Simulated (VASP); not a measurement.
# Tc (Fm-3m) in VASP: further runs

Tc is run at these levels: PBE+U; tasks: single point.

Program: VASP 6.6.1. These are calculated values, not measurements. Logs are shortened: lines on timing, memory, paths and dates and some standing lists are left out, and cuts for length are marked.

**1. The cell of the first run**

It takes space group Fm-3m (No. 225, cubic). The conventional cell has a = 3.874 Å, b = 3.874 Å, c = 3.874 Å, α = 90.00°, β = 90.00°, γ = 90.00°. Tc (site symmetry m-3m) has 12 Tc at 2.74 Å within 3.6 Å.

This isn't the form of Tc at room conditions, which is hcp.

**2. Single point, PBE+U, non-collinear spin, zero start, spin-orbit coupling (14.53 Å³/atom)**

Contents of INCAR:

```
PREC = Accurate
ENCUT = 520
EDIFF = 1E-6
ISMEAR = -1
SIGMA = 0.05
LREAL = False
LASPH = True
NELM = 150
ALGO = Normal
ISIF = 2
LWAVE = False
LCHARG = False
MAGMOM = 0 0 0
LORBIT = 11
LSORBIT = True
GGA_COMPAT = False
LORBMOM = True
LMAXMIX = 4
LDAU = True
LDAUTYPE = 2
LDAUL = 2
LDAUU = 8
LDAUJ = 0
LDAUPRINT = 1
GGA = PE
NBANDS = 24
```

Contents of KPOINTS:

```
Automatic mesh
0
Gamma
  9 9 9
```

Contents of POSCAR:

```
Tc
1.0
    0.0000000000      1.9369123573      1.9369123573
    1.9369123573      0.0000000000      1.9369123573
    1.9369123573      1.9369123573      0.0000000000
Tc
1
Direct
    0.0000000000      0.0000000000      0.0000000000
```

Potentials or basis: VASP PAW PBE potentials, release 64 (Tc_pv).

Run with:

```sh
> cat potpaw_PBE.64/Tc_pv/POTCAR > POTCAR
> mpirun -np 1 vasp_ncl > vasp.out
```

OUTCAR:

```text
PREC = Accurate
   ENCUT = 520
   EDIFF = 1E-6
   ISMEAR = -1
   LREAL = False
   LASPH = True
   NELM = 150
   ISIF = 2
   LORBIT = 11
   LSORBIT = True
   GGA = PE

 ion  position               nearest neighbor table
   1  0.000  0.000  0.000-

  LATTYP: Found a face centered cubic cell.
 ALAT       =     3.8738247146

  Lattice vectors:

 A1 = (   0.0000000000,   1.9369123573,   1.9369123573)
 A2 = (   1.9369123573,   0.0000000000,   1.9369123573)
 A3 = (   1.9369123573,   1.9369123573,   0.0000000000)

Analysis of symmetry for initial positions (statically):
=====================================================================
 Subroutine PRICEL returns:
 Original cell was already a primitive cell.

 Routine SETGRP: Setting up the symmetry group for a
 face centered cubic supercell.

 Subroutine GETGRP returns: Found 48 space group operations
 (whereof 48 operations were pure point group operations)
 out of a pool of 48 trial point group operations.

The static configuration has the point symmetry O_h .

Analysis of symmetry for dynamics (positions and initial velocities):
=====================================================================
 Subroutine PRICEL returns:
 Original cell was already a primitive cell.

 Routine SETGRP: Setting up the symmetry group for a
 face centered cubic supercell.

 Subroutine GETGRP returns: Found 48 space group operations
 (whereof 48 operations were pure point group operations)
 out of a pool of 48 trial point group operations.

The dynamic configuration has the point symmetry O_h .

Analysis of structural, dynamic, and magnetic symmetry:
=====================================================================
 Subroutine PRICEL returns:
 Original cell was already a primitive cell.

 Routine SETGRP: Setting up the symmetry group for a
 face centered cubic supercell.

 Subroutine GETGRP returns: Found 48 space group operations
 (whereof 48 operations were pure point group operations)
 out of a pool of 48 trial point group operations.

The overall configuration has the point symmetry O_h .

 Subroutine INISYM returns: Found 48 space group operations
 (whereof 48 operations are pure point group operations),
 and found     1 'primitive' translations

----------------------------------------------------------------------------------------

                                     Primitive cell

  volume of cell :      14.5332

  direct lattice vectors                    reciprocal lattice vectors
     0.000000000  1.936912357  1.936912357    -0.258142811  0.258142811  0.258142811
     1.936912357  0.000000000  1.936912357     0.258142811 -0.258142811  0.258142811
     1.936912357  1.936912357  0.000000000     0.258142811  0.258142811 -0.258142811

  length of vectors
     2.739207725  2.739207725  2.739207725     0.447116464  0.447116464  0.447116464

  position of ions in fractional coordinates (direct lattice)
     0.000000000  0.000000000  0.000000000

  ion indices of the primitive-cell ions
   primitive index   ion index
                 1           1

----------------------------------------------------------------------------------------

 KPOINTS: Automatic mesh

Automatic generation of k-mesh.
 Grid dimensions read from file:
 generate k-points for:    9    9    9

 Generating k-lattice:

  Cartesian coordinates                     Fractional coordinates (reciprocal lattice)
    -0.028682535  0.028682535  0.028682535     0.111111111  0.000000000  0.000000000
     0.028682535 -0.028682535  0.028682535     0.000000000  0.111111111  0.000000000
     0.028682535  0.028682535 -0.028682535     0.000000000  0.000000000  0.111111111

  Length of vectors
     0.049679607  0.049679607  0.049679607

  Shift w.r.t. Gamma in fractional coordinates (k-lattice)
     0.000000000  0.000000000  0.000000000

 Subroutine IBZKPT returns following result:
 ===========================================

 Found     35 irreducible k-points:

 Following reciprocal coordinates:
            Coordinates               Weight
  0.000000  0.000000  0.000000      1.000000
[... 61 lines left out ...]
     AMIX     =   0.40;   BMIX     =  1.00
     AMIX_MAG =   1.60;   BMIX_MAG =  1.00
  volume/ion in A,a.u.               =      14.53        98.07
  Fermi-wavevector in a.u.,A,eV,Ry     =   1.577379  2.980814 33.852977  2.488124
  Thomas-Fermi vector in A             =   2.678070
   LORBIT       =     11    0 simple, 1 ext, 2 COOP (PROOUT), +10 PAW based schemes
 LDA+U is selected, type is set to LDAUTYPE =  2
   angular momentum for each species LDAUL =     2
   U (eV)           for each species LDAUU =   8.0
   J (eV)           for each species LDAUJ =   0.0
   GGA     = PE    functional components
   LHFCALC =     F    Hartree Fock is set to
   AEXX    =    0.0000 exact exchange contribution
   IVDW    =     0    specifies the selected vdW correction
   LEPSILON=     F    determine dielectric tensor
   LRPA    =     F    only Hartree local field effects (RPA)
  energy-cutoff  :      520.00
  volume of cell :       14.53
 maximum number of plane-waves:       794
   NGX = 11   NGY = 11   NGZ = 11

 number of electron      13.0000000 magnetization       0.0000000      0.0000000      0.0000000

 number of electron      12.9999998 magnetization      -0.0000000     -0.0000000     -0.0000000

 number of electron      12.9999998 magnetization       0.0000000     -0.0000000     -0.0000000

atom =   1  type =  1  l = 2

 onsite density matrix

spin component  1

  0.6694  0.0000  0.0000  0.0000 -0.0000     -0.0000  0.0000 -0.0000  0.0000  0.1120
  0.0000  0.6694 -0.0000  0.0000  0.0000     -0.0000 -0.0000 -0.0000 -0.0085 -0.0000
  0.0000 -0.0000  0.3015  0.0000 -0.0000      0.0000  0.0000  0.0000 -0.0000 -0.0000
  0.0000  0.0000  0.0000  0.6694  0.0000     -0.0000  0.0085  0.0000 -0.0000  0.0000
 -0.0000  0.0000 -0.0000  0.0000  0.3015     -0.1120  0.0000  0.0000 -0.0000  0.0000
[... 19 lines left out ...]
  0.6694  0.0000  0.0000  0.0000  0.0000     -0.0000 -0.0000  0.0000 -0.0000 -0.1120
  0.0000  0.6694 -0.0000  0.0000  0.0000      0.0000 -0.0000  0.0000  0.0085  0.0000
  0.0000 -0.0000  0.3015  0.0000 -0.0000     -0.0000 -0.0000  0.0000  0.0000  0.0000
  0.0000  0.0000  0.0000  0.6694  0.0000      0.0000 -0.0085 -0.0000 -0.0000 -0.0000
  0.0000  0.0000 -0.0000  0.0000  0.3015      0.1120 -0.0000 -0.0000  0.0000  0.0000

 occupancies and eigenvectors

  o =  0.2551  v =  0.0083 -0.0390 -0.0295 -0.0090  0.0000  0.1937  0.0586  0.0210  0.0070  0.1013      0.0000 -0.0190  0.2627 -0.2328 -0.0301 -0.0280  0.0070 -0.5685 -0.0669  0.7020
  o =  0.2551  v = -0.0418 -0.0832 -0.0209 -0.0031 -0.0001  0.0071 -0.1846  0.0156  0.0051  0.0494      0.0000 -0.0105 -0.8597 -0.0903  0.1513 -0.0136  0.0051 -0.3629  0.2264  0.0258
  o =  0.2551  v =  0.0343  0.2395 -0.0396 -0.0215  0.0000  0.1675 -0.0821 -0.0245  0.0095  0.1135      0.0000 -0.0099 -0.2717  0.0721 -0.1241 -0.0314  0.0095  0.6518  0.0478  0.6069
  o =  0.2551  v =  0.2557 -0.0444  0.0028  0.0027  0.0003 -0.0276 -0.1547  0.0051 -0.0007 -0.0104      0.0000  0.0002 -0.1125 -0.0168 -0.9264  0.0029 -0.0007 -0.1281 -0.1009 -0.0999
  o =  0.6863  v =  0.5707 -0.0871 -0.0000 -0.0043  0.0000  0.0871  0.5707  0.0000 -0.0000 -0.0000      0.0000 -0.0043  0.0000  0.0871  0.0000  0.0043 -0.0000 -0.0000  0.5707 -0.0000
  o =  0.6863  v =  0.0872  0.5700 -0.0000  0.0282 -0.0000 -0.5700  0.0872 -0.0000  0.0000 -0.0000      0.0000  0.0282 -0.0000 -0.5700  0.0000 -0.0282  0.0000  0.0000  0.0872  0.0000
  o =  0.7073  v = -0.7511  0.0582 -0.0265 -0.0016  0.0001  0.0488  0.2355  0.0006 -0.0553 -0.0002      0.0000  0.0010  0.0669  0.0094 -0.3110 -0.0005 -0.0553 -0.0161  0.5156 -0.0202
  o =  0.7073  v =  0.0515  0.3605 -0.0122  0.0298 -0.0000  0.7664 -0.0285 -0.0265 -0.0254 -0.0212      0.0000 -0.0812  0.0013 -0.4059  0.0213 -0.0514 -0.0254  0.0109 -0.0231 -0.3173
  o =  0.7073  v = -0.1768 -0.0919  0.1066  0.0365  0.0000  0.0149  0.6911 -0.0220  0.2228 -0.0078      0.0000 -0.0553 -0.2881 -0.1068 -0.0732 -0.0188  0.2228  0.0475 -0.5143 -0.0062
  o =  0.7073  v = -0.0151 -0.5871  0.0258 -0.2475  0.0000  0.0117 -0.0904  0.1355  0.0541  0.0299      0.0000  0.3198  0.0469 -0.5988 -0.0063  0.0722  0.0541  0.2835  0.1056 -0.0048

 number of electron      12.9999998 magnetization       0.0000000     -0.0000000      0.0000000

 Free energy of the ion-electron system (eV)
  ---------------------------------------------------
  ext. energy  EPLUGINS =         0.00000000
  ---------------------------------------------------
  free energy    TOTEN  =        -0.93693264 eV

  energy without entropy =       -0.92831900  energy(sigma->0) =       -0.93262582

 E-fermi :  12.4560     XC(G=0): -13.6657

 val. band max:       12.4194927927   @ k =   0.4444   0.2222   0.0000
 cond. band min:      12.4703809268   @ k =  -0.4444   0.1111   0.0000
 fundamental gap:      0.0508881340
 Fermi energy:        12.4559616255

 k-point     1 :       0.0000    0.0000    0.0000
  band No.  band energies     occupation
      1     -27.5194      1.00000
      2     -27.5194      1.00000
      3     -24.5936      1.00000
      4     -24.5936      1.00000
      5     -24.5936      1.00000
      6     -24.5936      1.00000
[... 637 lines left out ...]
     23      28.1594      0.00000
     24      28.1594      0.00000

 [... further k-points ...]

------------------------ aborting loop because EDIFF is reached ----------------------------------------

  FORCE on cell =-STRESS in cart. coord.  units (eV):
  Direction    XX          YY          ZZ          XY          YZ          ZX
  --------------------------------------------------------------------------------------
  -------------------------------------------------------------------------------------
  Total        1.2641443      1.2641443      1.2641443      0.0000000      0.0000000      0.0000000
  in kB      139.3629512    139.3629512    139.3629512      0.0000000      0.0000000      0.0000000
  external PRESSURE =     139.3629512 kB  Pullay stress =       0.0000000 kB

 VOLUME and BASIS-vectors are now :
 -----------------------------------------------------------------------------
  energy-cutoff  :      520.00
  volume of cell :       14.53
      direct lattice vectors                 reciprocal lattice vectors
     0.000000000  1.936912357  1.936912357    -0.258142811  0.258142811  0.258142811
     1.936912357  0.000000000  1.936912357     0.258142811 -0.258142811  0.258142811
     1.936912357  1.936912357  0.000000000     0.258142811  0.258142811 -0.258142811

 POSITION                                       TOTAL-FORCE (eV/Angst)
 -----------------------------------------------------------------------------------
      0.00000      0.00000      0.00000        -0.000000     -0.000000     -0.000000
 -----------------------------------------------------------------------------------
    total drift:                               -0.000000     -0.000000     -0.000000

  FREE ENERGIE OF THE ION-ELECTRON SYSTEM (eV)
  ---------------------------------------------------
  free  energy   TOTEN  =        -0.9369326416 eV

  energy  without entropy=       -0.9283189997  energy(sigma->0) =       -0.93262582

 orbital moment (x)

 # of ion     p       d       tot
 ----------------------------------------
  1        -0.000  -0.000  -0.000
 ----------------------------------------
           -0.000  -0.000  -0.000

 orbital moment (y)

 # of ion     p       d       tot
 ----------------------------------------
  1        -0.000   0.000   0.000
 ----------------------------------------
           -0.000   0.000   0.000

 orbital moment (z)

 # of ion     p       d       tot
 ----------------------------------------
  1         0.000   0.000   0.000
 ----------------------------------------
            0.000   0.000   0.000

 Spin-Orbit-Coupling matrix elements

 Ion:    1  E_soc:     -0.3233408
 l=   1
     0.0000000    -0.0281042    -0.0281042
    -0.0281042     0.0000000    -0.0281042
    -0.0281042    -0.0281042     0.0000000
 l=   2
     0.0000000     0.0006992     0.0000000     0.0006992    -0.0264851
     0.0006992     0.0000000    -0.0198638     0.0006992    -0.0066213
     0.0000000    -0.0198638     0.0000000    -0.0198638     0.0000000
     0.0006992     0.0006992    -0.0198638     0.0000000    -0.0066213
    -0.0264851    -0.0066213     0.0000000    -0.0066213     0.0000000
 l=   3
     0.0000000     0.0000000     0.0000000     0.0000000     0.0000000     0.0000000     0.0000000
     0.0000000     0.0000000     0.0000000     0.0000000     0.0000000     0.0000000     0.0000000
     0.0000000     0.0000000     0.0000000     0.0000000     0.0000000     0.0000000     0.0000000
     0.0000000     0.0000000     0.0000000     0.0000000     0.0000000     0.0000000     0.0000000
     0.0000000     0.0000000     0.0000000     0.0000000     0.0000000     0.0000000     0.0000000
     0.0000000     0.0000000     0.0000000     0.0000000     0.0000000     0.0000000     0.0000000
     0.0000000     0.0000000     0.0000000     0.0000000     0.0000000     0.0000000     0.0000000

 total charge

# of ion       s       p       d       tot
------------------------------------------
    1        0.459   6.479   5.169  12.107

 magnetization (x)

# of ion       s       p       d       tot
------------------------------------------
    1        0.000   0.000  -0.000  -0.000

 magnetization (y)

# of ion       s       p       d       tot
------------------------------------------
    1        0.000   0.000   0.000   0.000

 magnetization (z)

# of ion       s       p       d       tot
------------------------------------------
    1       -0.000   0.000   0.000   0.000
```

Wall time 27 s (1 thread of AMD EPYC 7R13 (Zen 3), shared host); peak memory 0.14 GiB.

Results:

```yaml
Free_energy: -0.9369 eV
Pressure: 13.9 GPa
Net_moment: 0.00 μB per cell
Valence_electrons_inside_the_program's_atomic_spheres: Tc 12.11
```

Moments on the atoms (μB; x, y, z):
```
Tc  0.00 0.00 0.00
```

Caveat: the cell stands under pressure; the U is typed as a test and isn't derived for this compound.

**3. Single point, PBE+U, non-collinear spin, zero start, spin-orbit coupling (14.83 Å³/atom)**

This run uses another cell than the first one, of 14.83 Å³/atom.

Contents of INCAR:

```
SYSTEM = Tc
PREC = Accurate
ENCUT = 520
EDIFF = 1E-6
ISMEAR = -1
SIGMA = 0.05
LREAL = .False.
LASPH = .True.
NELM = 150
ALGO = Normal
ISIF = 2
LWAVE = .False.
LCHARG = .False.
MAGMOM = 0 0 0
LORBIT = 11
LSORBIT = .True.
GGA_COMPAT = .False.
LORBMOM = .True.
LMAXMIX = 4
LDAU = .True.
LDAUTYPE = 2
LDAUL = 2
LDAUU = 8
LDAUJ = 0
LDAUPRINT = 1
GGA = PE
NBANDS = 24
```

Contents of KPOINTS:

```
Automatic mesh
0
Gamma
  9 9 9
  0 0 0
```

Contents of POSCAR:

```
Tc
1.0
    0.0000000000      1.9500000000      1.9500000000
    1.9500000000      0.0000000000      1.9500000000
    1.9500000000      1.9500000000      0.0000000000
Tc
1
Direct
    0.0000000000      0.0000000000      0.0000000000
```

Potentials or basis: VASP PAW PBE potentials, release 64 (Tc_pv).

Run with:

```sh
> cat potpaw_PBE.64/Tc_pv/POTCAR > POTCAR
> mpirun -np 1 vasp_ncl > vasp.out
```

Run time: 43 s. Hardware: 1 thread of AMD EPYC 7R13 (Zen 3), shared host; peak memory 0.17 GiB.

The run converged. Its results:

```
Free energy                                           : -0.9602 eV
Pressure                                              : 10.8 GPa
Net moment                                            : 0.00 μB per cell
Valence electrons inside the program's atomic spheres : Tc 12.06
```

Moments on the atoms (μB; x, y, z):
```
Tc  0.00 0.00 0.00
```

Caveat: the cell stands under pressure; the U is typed as a test and isn't derived for this compound. The state reached can hang on the start; a lower one may exist.

**4. Single point, PBE+U, non-collinear spin, zero start, spin-orbit coupling (15.13 Å³/atom)**

This run uses another cell than the first one, of 15.13 Å³/atom.

Contents of INCAR:

```
PREC = Accurate
ENCUT = 520
EDIFF = 1E-6
ISMEAR = -1
SIGMA = 0.05
LREAL = F
LASPH = T
NELM = 150
ALGO = Fast
ISIF = 2
LWAVE = F
LCHARG = F
LNONCOLLINEAR = T
MAGMOM = 0 0 0
LORBIT = 11
LSORBIT = T
GGA_COMPAT = F
LORBMOM = T
LMAXMIX = 4
LDAU = T
LDAUTYPE = 2
LDAUL = 2
LDAUU = 8
LDAUJ = 0
LDAUPRINT = 1
GGA = PE
NBANDS = 24
```

Contents of KPOINTS:

```
regular mesh
0
Gamma
  9 9 9
```

Contents of POSCAR:

```
Tc
1.0
    0.0000000000      1.9629142836      1.9629142836
    1.9629142836      0.0000000000      1.9629142836
    1.9629142836      1.9629142836      0.0000000000
Tc
1
Direct
    0.0000000000      0.0000000000      0.0000000000
```

Run with:

```sh
> cat potpaw_PBE.64/Tc_pv/POTCAR > POTCAR
> mpirun -np 1 vasp_ncl > vasp.out
```

Wall time 63 s (1 thread of AMD EPYC 7R13 (Zen 3), shared host); peak memory 0.18 GiB.

It converged, with:

| Quantity | Value |
| --- | --- |
| Free energy | -0.9785 eV |
| Pressure | 8.5 GPa |
| Net moment | 0.00 μB per cell |
| Valence electrons inside the program's atomic spheres | Tc 12.01 |

Moments on the atoms (μB; x, y, z):
```
Tc  0.00 0.00 0.00
```

Caveat: the cell stands under pressure; the U is typed as a test and isn't derived for this compound.

**5. Overview**

```csv
cell,pressure (GPa),moment (μB)
"a = 2.739 Å, angles 60.0°, 1 atom",13.9,0.00
"a = 2.758 Å, angles 60.0°, 1 atom",10.8,0.00
"a = 2.776 Å, angles 60.0°, 1 atom",8.5,0.00
```

Alike in all rows: task single point; level PBE+U; potentials or basis VASP PAW PBE potentials, release 64 (Tc_pv); spin non-collinear, zero start, SOC; Tc d U = 8.0 eV; k mesh 9 × 9 × 9; cutoff (eV) 520; smearing fermi-dirac 0.05 eV.

Caveats: the cell stands under pressure; the U is typed as a test and isn't derived for this compound.

Total energies depend on the potentials used, so only differences within one code and one set of settings carry meaning.
